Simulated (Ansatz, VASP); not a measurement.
**YSe in VASP and in Ansatz**

File INCAR:

```
SYSTEM = YSe
PREC = Accurate ; ENCUT = 520
EDIFF = 1E-6 ; ISMEAR = 0
SIGMA = 0.15 ; LREAL = .FALSE.
LASPH = .TRUE. ; NELM = 60
ALGO = Normal ; ISIF = 2
LWAVE = .FALSE. ; LCHARG = .FALSE.
NBANDS = 16
```

File KPOINTS:

```
Automatic mesh
0
G
  14 14 14
  0 0 0
```

Contents of POSCAR:

```
YSe
1.0
    0.0000000000      2.9073437500      2.9073437500
    2.8750000000      0.0323437500      2.8750000000
    2.8750000000      2.8750000000      0.0323437500
Y Se
1 1
Direct
    0.0000000000      0.0000000000      0.0000000000
    0.5000000000      0.5000000000      0.5000000000
```

Input for Ansatz:

```yaml
crystal:
  lattice:
    - [0.0, 2.90734375, 2.90734375]
    - [2.875, 0.03234375, 2.875]
    - [2.875, 2.875, 0.03234375]
  atoms:
    - { symbol: "Y", position: [0.0, 0.0, 0.0] }
    - { symbol: Se, position: [0.5, 0.5, 0.5] }
basis:
  ecutwfc: 420
kpoints:
  mp_grid: { grid: [14, 14, 14] }
hamiltonian:
  xc: lda
scf:
  occupations: { method: gaussian, width: 0.15 }
output:
  forces: true
  stress: true
  eigenvalues: true
```

Change from the starting cell: strain +0.0225 x Voigt [0, 0, 0, 1, 0, 0], atoms carried along.

Alike in both runs: task single point; functional LDA; k mesh 14 × 14 × 14; occupations gaussian, width 0.15 eV; no spin polarisation.

|  | VASP | Ansatz |
| --- | --- | --- |
| version | VASP 6.6.1 | Ansatz 0.2.0 |
| potentials or method | VASP PAW LDA potentials, release 64 (Y_sv, Se), cutoff 520 eV | scalar-relativistic, plane waves, PAW |
| valence electrons in the cell | 17 | 27 |

```csv
,VASP,Ansatz,Ansatz less VASP
gap on the k mesh at the Fermi level (eV),none,none,-
pressure (GPa),-4.5,-4.7,-0.16
"traceless stress, the component that is largest in VASP (GPa)",-0.32,-0.32,+0.001
```

LDA's correlation is that of Perdew and Zunger in VASP and of Perdew and Wang (1992) in Ansatz. A gap of «none» marks a metal or a gap that the smearing closes. VASP's potentials hold 17 valence electrons a cell and Ansatz's 27, so a difference there can come from the potentials and not from the codes.
